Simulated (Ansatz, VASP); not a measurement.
## N: VASP beside Ansatz

```
CELL_PARAMETERS angstrom
5.75979 0.00000 0.00000
0.00000 5.75979 0.00000
0.00000 0.00000 5.75979
ATOMIC_POSITIONS crystal
N 0.03000 0.03000 0.03000
N 0.47000 0.97000 0.53000
N 0.53000 0.47000 0.97000
N 0.97000 0.53000 0.47000
```

Change from the starting cell: volume scaled by 1.06, PAW files.

Alike in both runs: task electric field gradients; functional PBEsol; k mesh 4 × 4 × 4; occupations fermi-dirac, width 0.02 eV; no spin polarisation.

|  | VASP | Ansatz |
| --- | --- | --- |
| version | VASP 6.6.1 | Ansatz 0.2.0 |
| potentials or method | VASP PAW PBE potentials, release 64 (N) | PAW with Ansatz's default frozen-core files, scalar-relativistic |
| plane-wave cutoff (eV) | 520 | 420 |
| valence electrons in the cell | 20 | 20 |

```tsv
	VASP	Ansatz	Ansatz less VASP
pressure (GPa)	-3.6	-3.6	+0.02
rms of the force components (eV/Å)	0.205	0.205	+0.0007
size of Vzz on the site where it differs most (V/Å²)	5.5	5.5	-0.04
```

VASP's potentials were made for PBE, not for PBEsol. Atom by atom the forces differ by 0.001 eV/Å (rms over components). The functional is the same, so the differences come from potentials, cutoffs and numerics.
